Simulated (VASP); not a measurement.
# Au (P6_3/mmc) in VASP: notebook, part 2 of 3

VASP 6.6.1. Earlier steps stand in the parts before.

### Step 4. Single point, PBEsol (strain -0.050 along x and y, +0.000 along z)

File INCAR:

```
SYSTEM = Au
ALGO = Fast
EDIFF = 1E-6
ENCUT = 520
GGA = PS
ISIF = 2
ISMEAR = 0
LASPH = .TRUE.
LCHARG = .FALSE.
LREAL = .FALSE.
LWAVE = .FALSE.
NBANDS = 18
NELM = 100
PREC = Accurate
SIGMA = 0.15
```

File KPOINTS:

```
k-points
0
G
  24 24 12
  0 0 0
```

File POSCAR:

```
Au
1.0
    2.7219306150      0.0000000000      0.0000000000
   -1.3609653075      2.3572610599      0.0000000000
    0.0000000000      0.0000000000      4.7905780137
Au
2
Direct
    0.3333333333      0.6666666667      0.7500000000
    0.6666666667      0.3333333333      0.2500000000
```

Potentials or basis: VASP PAW PBE potentials, release 64 (Au).

Launch:

```console
$ cat potpaw_PBE.64/Au/POTCAR > POTCAR
$ mpirun -np 1 vasp_std > vasp.out
```

OUTCAR:

```text
SYSTEM = Au
   EDIFF = 1E-6
   ENCUT = 520
   GGA = PS
   ISIF = 2
   ISMEAR = 0
   LASPH = .TRUE.
   LREAL = .FALSE.
   NELM = 100
   PREC = Accurate

 ion  position               nearest neighbor table
   1  0.333  0.667  0.750-   2 2.86   2 2.86   2 2.86   2 2.86   2 2.86   2 2.86
   2  0.667  0.333  0.250-   1 2.86   1 2.86   1 2.86   1 2.86   1 2.86   1 2.86

  LATTYP: Found a hexagonal cell.
 ALAT       =     2.7219306150
 C/A-ratio  =     1.7599927005

  Lattice vectors:

 A1 = (   2.7219306150,   0.0000000000,   0.0000000000)
 A2 = (  -1.3609653075,   2.3572610599,   0.0000000000)
 A3 = (   0.0000000000,   0.0000000000,   4.7905780137)

Analysis of symmetry for initial positions (statically):
=====================================================================
 Subroutine PRICEL returns:
 Original cell was already a primitive cell.

 Routine SETGRP: Setting up the symmetry group for a
 hexagonal supercell.

 Subroutine GETGRP returns: Found 24 space group operations
 (whereof 12 operations were pure point group operations)
 out of a pool of 24 trial point group operations.

The static configuration has the point symmetry D_3d.
 The point group associated with its full space group is D_6h.

Analysis of symmetry for dynamics (positions and initial velocities):
=====================================================================
 Subroutine PRICEL returns:
 Original cell was already a primitive cell.

 Routine SETGRP: Setting up the symmetry group for a
 hexagonal supercell.

 Subroutine GETGRP returns: Found 24 space group operations
 (whereof 12 operations were pure point group operations)
 out of a pool of 24 trial point group operations.

The dynamic configuration has the point symmetry D_3d.
 The point group associated with its full space group is D_6h.

 Subroutine INISYM returns: Found 24 space group operations
 (whereof 12 operations are pure point group operations),
 and found     1 'primitive' translations

----------------------------------------------------------------------------------------

                                     Primitive cell

  volume of cell :      30.7378

  direct lattice vectors                    reciprocal lattice vectors
     2.721930615  0.000000000  0.000000000     0.367386294  0.212110575  0.000000000
    -1.360965308  2.357261060  0.000000000     0.000000000  0.424221151  0.000000000
     0.000000000  0.000000000  4.790578014     0.000000000  0.000000000  0.208743078

  length of vectors
     2.721930615  2.721930615  4.790578014     0.424221151  0.424221151  0.208743078

  position of ions in fractional coordinates (direct lattice)
     0.333333333  0.666666667  0.750000000
     0.666666667  0.333333333  0.250000000

  ion indices of the primitive-cell ions
   primitive index   ion index
                 1           1
                 2           2

----------------------------------------------------------------------------------------

 KPOINTS: k-points

Automatic generation of k-mesh.
 Grid dimensions read from file:
 generate k-points for:   24   24   12

 Generating k-lattice:

  Cartesian coordinates                     Fractional coordinates (reciprocal lattice)
     0.015307762  0.008837941  0.000000000     0.041666667  0.000000000  0.000000000
     0.000000000  0.017675881  0.000000000     0.000000000  0.041666667  0.000000000
     0.000000000  0.000000000  0.017395257     0.000000000  0.000000000  0.083333333

  Length of vectors
     0.017675881  0.017675881  0.017395257

  Shift w.r.t. Gamma in fractional coordinates (k-lattice)
     0.000000000  0.000000000  0.000000000

 Subroutine IBZKPT returns following result:
 ===========================================

 Found    427 irreducible k-points:

 Following reciprocal coordinates:
            Coordinates               Weight
  0.000000  0.000000  0.000000      1.000000
  0.041667 -0.000000  0.000000      6.000000
  0.083333  0.000000  0.000000      6.000000
  0.125000  0.000000  0.000000      6.000000
  0.166667 -0.000000  0.000000      6.000000
  0.208333 -0.000000  0.000000      6.000000
[... 16 lines left out ...]
  0.416667  0.041667  0.000000     12.000000
  0.458333  0.041667  0.000000     12.000000
 [... further k-points ...]
   k-points           NKPTS =    427   k-points in BZ     NKDIM =    427   number of bands    NBANDS=     18
   number of dos      NEDOS =    301   number of ions     NIONS =      2
   total plane-waves  NPLWV =  14400
   dimension x,y,z NGX =    20 NGY =   20 NGZ =   36
   dimension x,y,z NGXF=    40 NGYF=   40 NGZF=   72
   ions per type =               2
   NGX,Y,Z   is equivalent  to a cutoff of  12.22, 12.22, 12.49 a.u.
   NGXF,Y,Z  is equivalent  to a cutoff of  24.43, 24.43, 24.99 a.u.
 SYSTEM =  Au
   PREC   = accura    normal or accurate (medium, high low for compatibility)
   ISTART =      0    job   : 0-new  1-cont  2-samecut
   ICHARG =      2    charge: 1-file 2-atom 10-const
   ISPIN  =      1    spin polarized calculation?
   LNONCOLLINEAR =      F non collinear calculations
   LSORBIT =      F    spin-orbit coupling
   LASPH  =      T    aspherical Exc in radial PAW
   ENCUT  =  520.0 eV  38.22 Ry    6.18 a.u.   5.06  5.06  8.91*2*pi/ulx,y,z
   NELM   =    100;   NELMIN=  2; NELMDL= -5     # of ELM steps
   EDIFF  = 0.1E-05   stopping-criterion for ELM
   LREAL  =      F    real-space projection
   EDIFFG = 0.1E-04   stopping-criterion for IOM
   NSW    =      0    number of steps for IOM
   IBRION =     -1    ionic relax: 0-MD 1-quasi-New 2-CG
   NFREE  =      0    steps in history (QN), initial steepest desc. (CG)
   ISIF   =      2    stress and relaxation
   ISYM   =      2    0-nonsym 1-usesym 2-fastsym
   POTIM  = 0.5000    time-step for ionic-motion
   TEBEG  =    0.0;   TEEND  =   0.0 temperature during run
   PSTRESS=    0.0 pullay stress
   NELECT =      22.0000    total number of electrons
   NUPDOWN=      -1.0000    fix difference up-down
   EMIN   =  10.00;   EMAX   =-10.00  energy-range for DOS
   EFERMI =   0.00;   METHOD = LEGACY
   ISMEAR =     0;   SIGMA  =   0.15  broadening in eV -4-tet -1-fermi 0-gaus
   EFERMI_NEDOS =   21; number of points for ismear=-14 and -15
   IALGO  =     68    algorithm
   IMIX   =      4    mixing-type and parameters
     AMIX     =   0.40;   BMIX     =  1.00
     AMIX_MAG =   1.60;   BMIX_MAG =  1.00
  volume/ion in A,a.u.               =      15.37       103.71
  Fermi-wavevector in a.u.,A,eV,Ry     =   1.464395  2.767305 29.177042  2.144452
  Thomas-Fermi vector in A             =   2.580376
   LORBIT       =      0    0 simple, 1 ext, 2 COOP (PROOUT), +10 PAW based schemes
   GGA     = PS    functional components
   LHFCALC =     F    Hartree Fock is set to
   AEXX    =    0.0000 exact exchange contribution
   IVDW    =     0    specifies the selected vdW correction
   LEPSILON=     F    determine dielectric tensor
   LRPA    =     F    only Hartree local field effects (RPA)
 non-spin polarized calculation
 RMM-DIIS sequential band-by-band and
 Gauss-broadening in eV      SIGMA  =   0.15
  energy-cutoff  :      520.00
  volume of cell :       30.74
 maximum number of plane-waves:       846
   NGX = 11   NGY = 11   NGZ = 17

 number of electron      22.0000003 magnetization

 Free energy of the ion-electron system (eV)
  ---------------------------------------------------
  ext. energy  EPLUGINS =         0.00000000
  ---------------------------------------------------
  free energy    TOTEN  =        -7.58374062 eV

  energy without entropy =       -7.57809644  energy(sigma->0) =       -7.58091853

 E-fermi :  11.1319     XC(G=0): -13.5000

 val. band max:       11.1168834821   @ k =   0.0833   0.0417   0.0000
 cond. band min:      11.1430325650   @ k =   0.3333   0.0417   0.3333
 fundamental gap:      0.0261490829
 Fermi energy:        11.1318909060

 k-point     1 :       0.0000    0.0000    0.0000
  band No.  band energies     occupation
      1       0.0249      2.00000
      2       2.4800      2.00000
      3       5.2810      2.00000
      4       5.9004      2.00000
      5       5.9004      2.00000
      6       6.2140      2.00000
[... 10 lines left out ...]
     17      31.4280      0.00000
     18      31.4283      0.00000
[... 463 lines left out ...]
 k-point    24 :       0.4583    0.0417    0.0000
  band No.  band energies     occupation
      1       3.1406      2.00000
      2       3.2711      2.00000
      3       3.8313      2.00000
      4       5.9297      2.00000
      5       6.2129      2.00000
      6       6.3365      2.00000
[... 10 lines left out ...]
     17      23.1482      0.00000
     18      26.3341      0.00000

 [... further k-points ...]
[... 5 lines left out ...]
  --------------------------------------------------------------------------------------
  -------------------------------------------------------------------------------------
  Total        5.4069258      5.4069258      3.3824546      0.0000000      0.0000000      0.0000000
  in kB      281.8307256    281.8307256    176.3071446      0.0000000      0.0000000      0.0000000
  external PRESSURE =     246.6561986 kB  Pullay stress =       0.0000000 kB

 VOLUME and BASIS-vectors are now :
 -----------------------------------------------------------------------------
  energy-cutoff  :      520.00
  volume of cell :       30.74
      direct lattice vectors                 reciprocal lattice vectors
     2.721930615  0.000000000  0.000000000     0.367386294  0.212110575  0.000000000
    -1.360965308  2.357261060  0.000000000     0.000000000  0.424221151  0.000000000
     0.000000000  0.000000000  4.790578014     0.000000000  0.000000000  0.208743078

 POSITION                                       TOTAL-FORCE (eV/Angst)
 -----------------------------------------------------------------------------------
     -0.00000      1.57151      3.59293         0.000000     -0.000000      0.000000
      1.36097      0.78575      1.19764        -0.000000      0.000000      0.000000
 -----------------------------------------------------------------------------------
    total drift:                               -0.000000      0.000000     -0.000000

  FREE ENERGIE OF THE ION-ELECTRON SYSTEM (eV)
  ---------------------------------------------------
  free  energy   TOTEN  =        -7.5837406193 eV

  energy  without entropy=       -7.5780964395  energy(sigma->0) =       -7.58091853
```

OSZICAR:

```text
N       E                     dE             d eps       ncg     rms          rms(c)
DAV:   1     0.125751069341E+03    0.12575E+03   -0.11880E+04 15396   0.121E+03
DAV:   2    -0.610721896431E+01   -0.13186E+03   -0.12630E+03 16314   0.271E+02
DAV:   3    -0.825890895390E+01   -0.21517E+01   -0.21410E+01 18070   0.351E+01
DAV:   4    -0.826774430671E+01   -0.88354E-02   -0.88343E-02 16874   0.233E+00
DAV:   5    -0.826781631788E+01   -0.72011E-04   -0.72012E-04 17068   0.223E-01    0.188E+01
RMM:   6    -0.765572870125E+01    0.61209E+00   -0.90800E-01 15385   0.726E+00    0.112E+01
RMM:   7    -0.759356012360E+01    0.62169E-01   -0.22333E-01 15820   0.376E+00    0.322E+00
RMM:   8    -0.758377447105E+01    0.97857E-02   -0.34666E-02 15904   0.145E+00    0.609E-01
RMM:   9    -0.758373684332E+01    0.37628E-04   -0.11037E-03 17138   0.250E-01    0.189E-01
RMM:  10    -0.758374246807E+01   -0.56247E-05   -0.17244E-04 17044   0.888E-02    0.199E-01
RMM:  11    -0.758374036341E+01    0.21047E-05   -0.38181E-05 16787   0.375E-02    0.194E-02
RMM:  12    -0.758374061932E+01   -0.25592E-06   -0.44750E-06 13804   0.130E-02
   1 F= -.75837406E+01 E0= -.75809185E+01  d E =-.564418E-02
```

Wall time 83 s (1 thread of AMD EPYC 9R45 (Zen 5), shared host); peak memory 0.26 GiB.

Results:

| Quantity | Value |
| --- | --- |
| Free energy | -7.5837 eV |
| Pressure | 24.7 GPa |
| Band gap on the k mesh | zero (bands 11 and 12 overlap by 7.78 eV) |

Levels at points of the mesh, in eV from the Fermi level:
| k point | band 7 | band 8 | band 9 | band 10 | band 11 | band 12 | band 13 | band 14 | band 15 | band 16 |
| --- | --- | --- | --- | --- | --- | --- | --- | --- | --- | --- |
| (0.00, 0.00, 0.00) | -4.92 | -3.70 | -3.70 | -2.32 | -2.32 | -2.11 | 2.56 | 14.67 | 14.83 | 16.75 |
| (0.50, 0.00, 0.00) | -4.17 | -2.17 | -1.73 | -1.56 | 0.47 | 2.04 | 5.82 | 7.31 | 7.96 | 11.19 |
| (0.00, 0.00, 0.50) | -5.22 | -5.22 | -2.84 | -2.84 | -2.84 | -2.84 | 10.19 | 10.19 | 15.05 | 15.05 |
| (0.50, 0.00, 0.50) | -2.74 | -2.74 | -1.64 | -1.64 | 0.20 | 0.20 | 4.73 | 4.73 | 12.94 | 12.94 |

Caveat: the cell differs from its parent crystal (strain -0.050 along x and y, +0.000 along z); the stress differs along the axes, from 18 to 28 GPa; the PAW data sets were made with another functional, which shifts forces and pressure a little; spin-orbit coupling is left out, which moves the levels of the heavy elements.

(Continued in part 3 of 3.)

The gap in the log of VASP goes by the Fermi energy; the results here count the filled bands.